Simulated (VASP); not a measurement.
Crystal: BAs.

```xyz
2
Lattice="0.0000 2.3919 2.2962 2.3919 0.0000 2.2962 2.3919 2.3919 0.0000" Properties=species:S:1:pos:R:3 pbc="T T T"
B     0.0000    0.0000    0.0000
As    1.1959    1.1959    1.1481
```

This cell differs from its parent crystal: uniaxial z strain -4.0%.

Base run:

- Program: VASP 6.6.1
- Functional: PBE
- Potentials or basis: VASP PAW PBE potentials, release 64 (B, As)
- Cutoff: 520 eV
- k mesh: 10 × 10 × 10
- Occupations: fermi-dirac, width 0.02 eV
- Spin: no spin polarisation

Its results: band gap on the k mesh 0.52 eV, indirect (least direct gap 2.90 eV); pressure 9.1 GPa.

The run is repeated on the same cell with these changes: k mesh from 10 × 10 × 10 to 6 × 6 × 6; occupations from fermi-dirac, width 0.02 eV to gaussian, width 0.01 eV. What comes out?

Band gap on the k mesh 0.63 eV, indirect (least direct gap 2.90 eV); pressure 9.2 GPa.

A k mesh can miss the band edges.
